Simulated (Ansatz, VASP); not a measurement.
## PtAuC4N4 in VASP and in Ansatz

The input INCAR:

```
  PREC = Accurate
  ENCUT = 520
  EDIFF = 1E-6
  ISMEAR = 0
  SIGMA = 0.1
  LREAL = False
  LASPH = True
  NELM = 150
  ALGO = Normal
  ISIF = 2
  LWAVE = False
  LCHARG = False
  ISPIN = 2
  MAGMOM = 1 0 0 0 0 1 0 0 0 0
  LORBIT = 11
  LMAXMIX = 4
  GGA = PE
  NBANDS = 44
```

Contents of KPOINTS:

```
regular mesh
0
Gamma
  4 4 4
```

POSCAR

```
PtAuC4N4
1.0
    5.8826218900      0.0000000000      0.0000000000
    0.0000000000      5.8826218900      0.0000000000
    0.0000000000      0.0000000000      5.8826218900
Pt C Au N
1 4 1 4
Direct
    0.0000000000      0.0000000000      0.0000000000
    0.1881440800      0.1881440800      0.1881440800
    0.1881440800      0.8118559200      0.8118559200
    0.8118559200      0.1881440800      0.8118559200
    0.8118559200      0.8118559200      0.1881440800
    0.5000000000      0.5000000000      0.5000000000
    0.3029738000      0.3029738000      0.3029738000
    0.3029738000      0.6970262000      0.6970262000
    0.6970262000      0.3029738000      0.6970262000
    0.6970262000      0.6970262000      0.3029738000
```

Input for Ansatz:

```yaml
crystal:
  lattice:
    - [5.88262189, 0.0, 0.0]
    - [0.0, 5.88262189, 0.0]
    - [0.0, 0.0, 5.88262189]
  atoms:
    - { symbol: Pt, position: [0.0, 0.0, 0.0], spin: 1.0 }
    - { symbol: C, position: [0.18814408, 0.18814408, 0.18814408] }
    - { symbol: C, position: [0.18814408, 0.81185592, 0.81185592] }
    - { symbol: C, position: [0.81185592, 0.18814408, 0.81185592] }
    - { symbol: C, position: [0.81185592, 0.81185592, 0.18814408] }
    - { symbol: Au, position: [0.5, 0.5, 0.5], spin: 1.0 }
    - { symbol: "N", position: [0.3029738, 0.3029738, 0.3029738] }
    - { symbol: "N", position: [0.3029738, 0.6970262, 0.6970262] }
    - { symbol: "N", position: [0.6970262, 0.3029738, 0.6970262] }
    - { symbol: "N", position: [0.6970262, 0.6970262, 0.3029738] }
basis:
  ecutwfc: 420
kpoints:
  mp_grid: { grid: [4, 4, 4] }
hamiltonian:
  xc: pbe
scf:
  occupations: { method: gaussian, width: 0.1 }
  lower_state_search: "off"
output:
  forces: true
  stress: true
  eigenvalues: true
  populations: true
magnetization:
  spin_polarized: true
```

Alike in both runs: task single point; functional PBE; k mesh 4 × 4 × 4; occupations gaussian, width 0.1 eV; collinear spin.

```csv
,VASP,Ansatz
version,VASP 6.6.1,Ansatz 0.2.0
potentials or method,"VASP PAW PBE potentials, release 64 (Pt, C, Au, N), cutoff 520 eV","scalar-relativistic, plane waves, PAW"
valence electrons in the cell,57,73
```

|  | VASP | Ansatz | Ansatz less VASP |
| --- | --- | --- | --- |
| gap on the k mesh at the Fermi level (eV) | none | none | - |
| pressure (GPa) | 7.7 | 7.4 | -0.25 |
| rms of the force components (eV/Å) | 0.078 | 0.113 | +0.0342 |
| net moment per atom (μB) | 0.07 | 0.07 | -0.001 |
| size of the moment on the site where the two differ most (μB) | 0.28 | 0.15 | -0.130 |

Site moments also hang on the region over which each program counts them. Atom by atom the forces differ by 0.184 eV/Å (rms over components). A gap of «none» marks a metal or a gap that the smearing closes. One of these differences is far larger than is usual between the two programs; its cause wasn't traced. VASP's potentials hold 57 valence electrons a cell and Ansatz's 73, so a difference there can come from the potentials and not from the codes.

Neither program's run includes spin-orbit coupling. Noted on VASP's run: the standard files for N, O and F lose accuracy on very short bonds.
